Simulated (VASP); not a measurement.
# Be16C (a cell with a defect) in VASP: relaxation of the atoms with PBE

Aim: the relaxation of the atoms of Be16C (a cell with a defect) with PBE.

Program: VASP 6.6.1. These are calculated values, not measurements. Logs are shortened: lines on timing, memory, paths and dates and some standing lists are left out, and cuts for length are marked.

## Step 1: The cell of the first run

The cell holds a defect, 17 atoms: a = 4.580 Å, b = 3.966 Å, c = 7.177 Å, α = 90.00°, β = 90.00°, γ = 90.00°.

## Step 2: Relaxation of the atoms, PBE

The input, INCAR:

```
SYSTEM = Be16C
ALGO = Normal
EDIFF = 1E-6
EDIFFG = -0.03
ENCUT = 520
GGA = PE
IBRION = 2
ISIF = 2
ISMEAR = 0
LASPH = .TRUE.
LCHARG = .FALSE.
LREAL = Auto
LWAVE = .FALSE.
NELM = 60
NSW = 80
PREC = Accurate
SIGMA = 0.1
```

The input, KPOINTS:

```
k-points
0
G
  4 4 3
  0 0 0
```

The input, POSCAR:

```
Be16C
1.0
   -2.2900000000     -3.9663960000      0.0000000000
    3.4350000000     -1.9831980000      0.0000000000
    0.0000000000      0.0000000000      7.1768600000
Be C
16 1
Direct
    0.7500000000      0.5000000000      0.0000000000
    0.5000000000      0.3333333000      0.2500000000
    0.7500000000      0.5000000000      0.5000000000
    0.5000000000      0.3333333000      0.7500000000
    0.5000000000      0.0000000000      0.0000000000
    0.2500000000      0.8333333000      0.2500000000
    0.5000000000      0.0000000000      0.5000000000
    0.2500000000      0.8333333000      0.7500000000
    0.2500000000      0.5000000000      0.0000000000
    0.0000000000      0.3333333000      0.2500000000
    0.2500000000      0.5000000000      0.5000000000
    0.0000000000      0.3333333000      0.7500000000
    0.0000000000      0.0000000000      0.0000000000
    0.7500000000      0.8333333000      0.2500000000
    0.0000000000      0.0000000000      0.5000000000
    0.7500000000      0.8333333000      0.7500000000
    0.7448792000      0.1779440000      0.6212025000
```

Potentials or basis: VASP PAW PBE potentials, release 64 (Be, C).

Started as:

```sh
$ cat potpaw_PBE.64/Be/POTCAR potpaw_PBE.64/C/POTCAR > POTCAR
$ mpirun -np 1 vasp_std > vasp.out
```

OUTCAR:

```text
SYSTEM = Be16C
   EDIFF = 1E-6
   EDIFFG = -0.03
   ENCUT = 520
   GGA = PE
   IBRION = 2
   ISIF = 2
   ISMEAR = 0
   LASPH = .TRUE.
   LREAL = Auto
   NELM = 60
   NSW = 80
   PREC = Accurate

 ion  position               nearest neighbor table
   1  0.750  0.500  0.000-  14 2.23  16 2.23   2 2.23   4 2.23  10 2.23  12 2.23   9 2.29  13 2.29
                             5 2.29   9 2.29  13 2.29   5 2.29
   2  0.500  0.333  0.250-   5 2.23   7 2.23   1 2.23   3 2.23   9 2.23  11 2.23  10 2.29  14 2.29
                             6 2.29  10 2.29  14 2.29   6 2.29
   3  0.750  0.500  0.500-  17 1.55  16 2.23  14 2.23   4 2.23   2 2.23  12 2.23  10 2.23  11 2.29
                            15 2.29   7 2.29  11 2.29  15 2.29   7 2.29
   4  0.500  0.333  0.750-  17 1.58   7 2.23   5 2.23   3 2.23   1 2.23  11 2.23   9 2.23  16 2.29
                            12 2.29   8 2.29  12 2.29  16 2.29   8 2.29
   5  0.500  0.000  0.000-   2 2.23   4 2.23   6 2.23   8 2.23  14 2.23  16 2.23   1 2.29  13 2.29
                             9 2.29  13 2.29   9 2.29   1 2.29
   6  0.250  0.833  0.250-   9 2.23  11 2.23   5 2.23   7 2.23  13 2.23  15 2.23  14 2.29   2 2.29
                            10 2.29  14 2.29  10 2.29   2 2.29
   7  0.500  0.000  0.500-  17 1.59   4 2.23   2 2.23   8 2.23   6 2.23  16 2.23  14 2.23   3 2.29
                            15 2.29  11 2.29  15 2.29  11 2.29   3 2.29
   8  0.250  0.833  0.750-   9 2.23  11 2.23   5 2.23   7 2.23  13 2.23  15 2.23   4 2.29  16 2.29
                            12 2.29  16 2.29  12 2.29   4 2.29
   9  0.250  0.500  0.000-   6 2.23   8 2.23  10 2.23  12 2.23   2 2.23   4 2.23   1 2.29   5 2.29
                            13 2.29   1 2.29  13 2.29   5 2.29
  10  0.000  0.333  0.250-  13 2.23  15 2.23   9 2.23  11 2.23   1 2.23   3 2.23   2 2.29   6 2.29
                            14 2.29   2 2.29  14 2.29   6 2.29
  11  0.250  0.500  0.500-   6 2.23   8 2.23  10 2.23  12 2.23   2 2.23   4 2.23   7 2.29   3 2.29
                            15 2.29   3 2.29  15 2.29   7 2.29
  12  0.000  0.333  0.750-  17 1.61  15 2.23  13 2.23  11 2.23   9 2.23   3 2.23   1 2.23   8 2.29
                             4 2.29  16 2.29   4 2.29  16 2.29   8 2.29
  13  0.000  0.000  0.000-  10 2.23  12 2.23  14 2.23  16 2.23   6 2.23   8 2.23   5 2.29   9 2.29
                             1 2.29   5 2.29   9 2.29   1 2.29
  14  0.750  0.833  0.250-   1 2.23   3 2.23  13 2.23  15 2.23   5 2.23   7 2.23   6 2.29  10 2.29
                             2 2.29   6 2.29  10 2.29   2 2.29
  15  0.000  0.000  0.500-  17 1.62  12 2.23  10 2.23  16 2.23  14 2.23   8 2.23   6 2.23   7 2.29
                            11 2.29   3 2.29   7 2.29  11 2.29   3 2.29
  16  0.750  0.833  0.750-  17 1.65   3 2.23   1 2.23  15 2.23  13 2.23   7 2.23   5 2.23  12 2.29
                             8 2.29   4 2.29   8 2.29  12 2.29   4 2.29
  17  0.745  0.178  0.621-   3 1.55   4 1.58   7 1.59  12 1.61  15 1.62  16 1.65

  LATTYP: Found a simple orthorhombic cell.
 ALAT       =     3.9663962620
 B/A-ratio  =     1.1547004875
 C/A-ratio  =     1.8094157835

  Lattice vectors:

 A1 = (  -3.4350000000,   1.9831980000,   0.0000000000)
 A2 = (  -2.2900000000,  -3.9663960000,   0.0000000000)
 A3 = (   0.0000000000,   0.0000000000,   7.1768600000)

Analysis of symmetry for initial positions (statically):
[... 184 lines left out ...]
   LEPSILON=     F    determine dielectric tensor
   LRPA    =     F    only Hartree local field effects (RPA)
 conjugate gradient relaxation of ions
 non-spin polarized calculation
 Gauss-broadening in eV      SIGMA  =   0.10
  energy-cutoff  :      520.00
  volume of cell :      130.38
 maximum number of plane-waves:      3529
 NGX is ok and might be reduce to    36
   NGX = 17   NGY = 15   NGZ = 27

--------------------------------------- Ionic step        1  -------------------------------------------

 number of electron      36.0000000 magnetization

 Free energy of the ion-electron system (eV)
  ---------------------------------------------------
  ext. energy  EPLUGINS =         0.00000000
  ---------------------------------------------------
  free energy    TOTEN  =       -65.13534527 eV

  energy without entropy =      -65.11801173  energy(sigma->0) =      -65.12667850

------------------------ aborting loop because EDIFF is reached ----------------------------------------

  FORCE on cell =-STRESS in cart. coord.  units (eV):
  Direction    XX          YY          ZZ          XY          YZ          ZX
  --------------------------------------------------------------------------------------
  -------------------------------------------------------------------------------------
  Total        7.6586603      7.8825396     14.6133635      0.0310805      1.0080730     -1.5774267
  in kB       94.1168457     96.8680864    179.5828034      0.3819461     12.3881525    -19.3849083
  external PRESSURE =     123.5225785 kB  Pullay stress =       0.0000000 kB
[... 134 lines left out ...]
  FREE ENERGIE OF THE ION-ELECTRON SYSTEM (eV)
  ---------------------------------------------------
  free  energy   TOTEN  =       -65.6683345811 eV

  energy  without entropy=      -65.6441687493  energy(sigma->0) =      -65.65625167

[... ionic steps 4 to 13 ...]

--------------------------------------- Ionic step       14  -------------------------------------------

 number of electron      36.0000000 magnetization

------------------------ aborting loop because EDIFF is reached ----------------------------------------
[... 97 lines left out ...]
--------------------------------------- Ionic step       16  -------------------------------------------

 number of electron      36.0000000 magnetization

 Free energy of the ion-electron system (eV)
  ---------------------------------------------------
  ext. energy  EPLUGINS =         0.00000000
  ---------------------------------------------------
  free energy    TOTEN  =       -65.93577818 eV

  energy without entropy =      -65.92154945  energy(sigma->0) =      -65.92866382

 E-fermi :   7.3731     XC(G=0): -10.7411

 val. band max:        7.3281977996   @ k =   0.2500   0.0000   0.0000
 cond. band min:       7.3836973083   @ k =   0.0000   0.2500   0.3333
 fundamental gap:      0.0554995088
 Fermi energy:         7.3730548741

 k-point     1 :       0.0000    0.0000    0.0000
  band No.  band energies     occupation
      1      -6.6413      2.00000
      2      -3.2985      2.00000
      3      -2.2329      2.00000
      4      -0.2987      2.00000
      5       0.1892      2.00000
      6       1.3495      2.00000
[... 709 lines left out ...]
     26      11.6837      0.00000
     27      13.0668      0.00000

 [... further k-points ...]
[... 5 lines left out ...]
  --------------------------------------------------------------------------------------
  -------------------------------------------------------------------------------------
  Total        4.3694104      5.6840859     13.0784333      1.1375673      1.4953305     -2.5849068
  in kB       53.6954389     69.8514126    160.7201320     13.9795007     18.3760319    -31.7657745
  external PRESSURE =      94.7556612 kB  Pullay stress =       0.0000000 kB
[... 32 lines left out ...]
  FREE ENERGIE OF THE ION-ELECTRON SYSTEM (eV)
  ---------------------------------------------------
  free  energy   TOTEN  =       -65.9357781831 eV

  energy  without entropy=      -65.9215494498  energy(sigma->0) =      -65.92866382

 reached required accuracy - stopping structural energy minimisation
```

OSZICAR:

```text
N       E                     dE             d eps       ncg     rms          rms(c)
DAV:   1     0.700147939720E+02    0.70015E+02   -0.15010E+04  1404   0.116E+03
DAV:   2    -0.604526349385E+02   -0.13047E+03   -0.12444E+03  1878   0.209E+02
DAV:   3    -0.698962537866E+02   -0.94436E+01   -0.92709E+01  1824   0.504E+01
[... 127 lines left out ...]
       N       E                     dE             d eps       ncg     rms          rms(c)
DAV:   1    -0.659357981600E+02   -0.34804E-03   -0.82865E-03  1404   0.477E-01    0.217E-02
DAV:   2    -0.659357828292E+02    0.15331E-04   -0.20020E-04  1776   0.801E-02    0.117E-02
DAV:   3    -0.659357784134E+02    0.44157E-05   -0.19108E-05  1673   0.222E-02    0.443E-03
DAV:   4    -0.659357781831E+02    0.23033E-06   -0.23518E-06  1197   0.822E-03
  16 F= -.65935778E+02 E0= -.65928664E+02  d E =-.327453E-03
```

Run time: 40 min. Hardware: 1 thread of Intel Xeon 8259CL, shared host; peak memory 0.27 GiB.

Results:

- Free energy: -65.9358 eV
- Energy gained by relaxing: 47.1 meV/atom
- Ionic steps: 16
- Pressure after relaxing: 9.5 GPa
- Largest force after relaxing: 0.023 eV/Å
- Band gap on the k mesh: zero (bands 18 and 19 overlap by 1.39 eV)

Forces in eV/Å, atoms in the order of the input:
```
Be  -0.003  0.003 -0.003
Be   0.004 -0.002  0.011
Be   0.014 -0.008  0.014
Be  -0.007 -0.009 -0.004
Be  -0.003  0.001 -0.012
Be   0.005 -0.002  0.003
Be   0.001  0.007 -0.005
Be  -0.016  0.008  0.004
Be  -0.001  0.001 -0.001
Be   0.005 -0.001  0.011
Be   0.017 -0.010 -0.007
Be   0.001  0.007 -0.003
Be  -0.002  0.003 -0.012
Be   0.002  0.000  0.003
Be  -0.007 -0.006 -0.006
Be  -0.013  0.007 -0.018
C    0.004  0.002  0.023
```

Stress tensor (GPa, compression positive):
```
 5.37  1.40 -3.18
 1.40  6.99  1.84
-3.18  1.84 16.07
```

Step by step:
```tsv
step	energy change (eV)	largest force (eV/Å)	pressure (GPa)
1	0.0000	2.5677	12.35
2	-0.4981	2.7195	9.27
3	-0.5330	1.8862	9.61
4	-0.6809	0.8317	8.61
5	-0.6937	0.5039	8.73
6	-0.7508	0.3001	9.03
7	-0.7745	0.2662	9.47
8	-0.7891	0.3170	9.51
9	-0.7893	0.3995	9.52
10	-0.7974	0.0746	9.50
11	-0.7974	0.0663	9.50
12	-0.7990	0.0455	9.48
13	-0.7996	0.1141	9.47
14	-0.7999	0.1191	9.47
15	-0.8001	0.0379	9.47
16	-0.8004	0.0234	9.48
```

Final structure:
```cif
data_structure
_symmetry_space_group_name_H-M 'P 1'
_symmetry_Int_Tables_number 1
_cell_length_a 4.5800
_cell_length_b 3.9664
_cell_length_c 7.1769
_cell_angle_alpha 90.000
_cell_angle_beta 90.000
_cell_angle_gamma 90.000
_cell_volume 130.38
loop_
_atom_site_label
_atom_site_type_symbol
_atom_site_fract_x
_atom_site_fract_y
_atom_site_fract_z
_atom_site_occupancy
Be1 Be 0.74975 0.50273 0.00608 1
Be2 Be 0.49487 0.34052 0.24296 1
Be3 Be 0.74974 0.49958 0.48195 1
Be4 Be 0.47956 0.32485 0.75789 1
Be5 Be 0.49494 0.99296 0.00646 1
Be6 Be 0.24976 0.83822 0.24429 1
Be7 Be 0.48076 0.00957 0.49228 1
Be8 Be 0.24963 0.80058 0.75828 1
Be9 Be 0.24974 0.49538 0.00573 1
Be10 Be 0.00468 0.34050 0.24298 1
Be11 Be 0.24970 0.53366 0.49205 1
Be12 Be 0.01965 0.32497 0.75789 1
Be13 Be 0.00451 0.99300 0.00645 1
Be14 Be 0.74976 0.83161 0.24308 1
Be15 Be 0.01855 0.00954 0.49230 1
Be16 Be 0.74964 0.83698 0.76579 1
C1 C 0.74966 0.16997 0.62475 1
```

Caveat: the k points lie up to 0.40 Å⁻¹ apart, too coarse for converged energies and pressures of a metal.

The gap in the log of VASP goes by the Fermi energy; the results here count the filled bands.